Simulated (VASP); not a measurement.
InGa2N3:

```
CELL_PARAMETERS angstrom
5.60796 0.00000 0.00000
-2.80398 4.85663 0.00000
0.00000 0.00000 3.28768
ATOMIC_POSITIONS crystal
In 0.00000 0.00000 0.50000
Ga 0.66667 0.33333 0.50000
Ga 0.33333 0.66667 0.50000
N 0.00000 0.50000 0.00000
N 0.50000 0.50000 0.00000
N 0.50000 0.00000 0.00000
```

The cell was generated, and may not be a known phase.

Base run:

- Program: VASP 6.6.1
- Functional: PBE
- Potentials or basis: VASP PAW PBE potentials, release 64 (In_d, Ga_d, N)
- Cutoff: 600 eV
- k mesh: 6 × 6 × 6
- Occupations: gaussian, width 0.1 eV
- Spin: collinear spin, ferromagnetic start
- Starting moments: [0.0, 0.0, 0.0, 1.0, 1.0, 1.0] μB

Its results: pressure -13.5 GPa.

Q: The run is repeated on the same cell with these changes: spin from collinear spin, ferromagnetic start to no spin polarisation; further incar settings from ALGO = Normal; EDIFF = 1e-06; NBANDS = 40 to ALGO = Normal; EDIFF = 1e-06; NBANDS = 36. What comes out?

A: Pressure -14.0 GPa.

Caveats: the stress differs along the axes, from -31 to -5 GPa (at least some runs); the stress differs along the axes, from -31 to -6 GPa (at least some runs).
